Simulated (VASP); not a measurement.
Write the native input for VASP 6.6.1 that does the following.

| Property | Result |
| --- | --- |
| Task | single point |
| Functional | r2SCAN |
| Potentials or basis | VASP PAW PBE potentials, release 64 (B, P) |
| Cutoff | 520 eV |
| k mesh | 12 × 12 × 12 |
| Occupations | gaussian, width 0.05 eV |
| Spin | no spin polarisation |
| Dipole correction | no |
| Further INCAR settings | ALGO = Normal; EDIFF = 1e-06; NBANDS = 11 |

BP:

```
CELL_PARAMETERS angstrom
0.00000 2.33220 2.14562
2.33220 0.00000 2.14562
2.33220 2.33220 0.00000
ATOMIC_POSITIONS crystal
B 0.00000 0.00000 0.00000
P 0.75000 0.75000 0.75000
```

This cell differs from its parent crystal: ratio of the length along z to the lengths across it x 0.92, volume and fractional coordinates fixed.

One way to write it, as run:

POSCAR

```
BP
1.0
    0.0000000000      2.3321950171      2.1456194157
    2.3321950171      0.0000000000      2.1456194157
    2.3321950171      2.3321950171      0.0000000000
B P
1 1
Direct
    0.0000000000      0.0000000000      0.0000000000
    0.7500000000      0.7500000000      0.7500000000
```

INCAR.step1

```
  PREC = Accurate
  ENCUT = 520
  ISMEAR = 0
  SIGMA = 0.05
  LREAL = False
  LASPH = True
  NELM = 100
  NBANDS = 11
  GGA = PE
  ALGO = Normal
  EDIFF = 1E-4
  LWAVE = True
  LCHARG = False
```

INCAR.step2

```
  PREC = Accurate
  ENCUT = 520
  EDIFF = 1E-6
  ISMEAR = 0
  SIGMA = 0.05
  LREAL = False
  LASPH = True
  NELM = 100
  ALGO = Normal
  ISIF = 2
  LWAVE = False
  LCHARG = True
  METAGGA = R2SCAN
  LMIXTAU = True
  LELF = True
  LVHAR = True
  NBANDS = 11
  ISTART = 1
```

KPOINTS

```
Automatic mesh
0
Gamma
  12 12 12
```

Potentials or basis: VASP PAW PBE potentials, release 64 (B, P).

The run is started by

```console
$ cat potpaw_PBE.64/B/POTCAR potpaw_PBE.64/P/POTCAR > POTCAR
$ cp INCAR.step1 INCAR
$ mpirun -np 1 vasp_std > vasp.out
$ cp INCAR.step2 INCAR
$ mpirun -np 1 vasp_std > vasp.out
```

It gave:

The pressure is -0.6 GPa. The band gap on the k mesh is 0.16 eV, indirect (least direct gap 2.80 eV).

Caveat: the PAW data sets were made with another functional, which shifts forces and pressure a little.

It took 3.3 min on 1 thread of AMD EPYC 7R43 64-Core Processor (Zen 3), with other jobs on the host, peak memory 0.14 GiB.
